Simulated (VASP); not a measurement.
Wanted: the native input for a VASP 6.6.1 run.

- Task: single point
- Functional: PBE
- Potentials or basis: VASP PAW PBE potentials, release 64 (Ga_d, As)
- Cutoff: 520 eV
- k mesh: 8 × 8 × 8
- Occupations: fermi-dirac, width 0.02 eV
- Spin: no spin polarisation
- Dipole correction: no
- Further INCAR settings: ALGO = Normal; EDIFF = 1e-06; NBANDS = 16

The structure of GaAs lies in POSCAR:

```
GaAs
1.0
    0.0000000000      2.8330850941      2.8330850941
    2.7622579668      0.0000000000      2.8330850941
    2.7622579668      2.8330850941      0.0000000000
Ga As
1 1
Direct
    0.0000000000      0.0000000000      0.0000000000
    0.2500000000      0.2500000000      0.2500000000
```

This cell differs from its parent crystal: uniaxial x strain -2.5%.

These files were run (other wordings do the same):

INCAR

```
ALGO = Normal ; EDIFF = 1E-6
ENCUT = 520 ; GGA = PE
ISIF = 2 ; ISMEAR = -1
LASPH = T ; LCHARG = F
LREAL = F ; LWAVE = F
NBANDS = 16 ; NELM = 100
PREC = Accurate ; SIGMA = 0.02
```

KPOINTS

```
k-points
0
Gamma
  8 8 8
```

Potentials or basis: VASP PAW PBE potentials, release 64 (Ga_d, As).

Command:

```console
$ cat potpaw_PBE.64/Ga_d/POTCAR potpaw_PBE.64/As/POTCAR > POTCAR
$ mpirun -np 1 vasp_std > vasp.out
```

It gave:

* Pressure: 4.9 GPa
* Band gap on the k mesh: 0.56 eV, direct

Caveat: the cell differs from its parent crystal (uniaxial x strain -2.5%).

Run time: 32 s on 1 thread of Intel(R) Xeon(R) Platinum 8375C CPU @ 2.90GHz (Ice Lake), with other jobs on the host, peak memory 0.17 GiB.
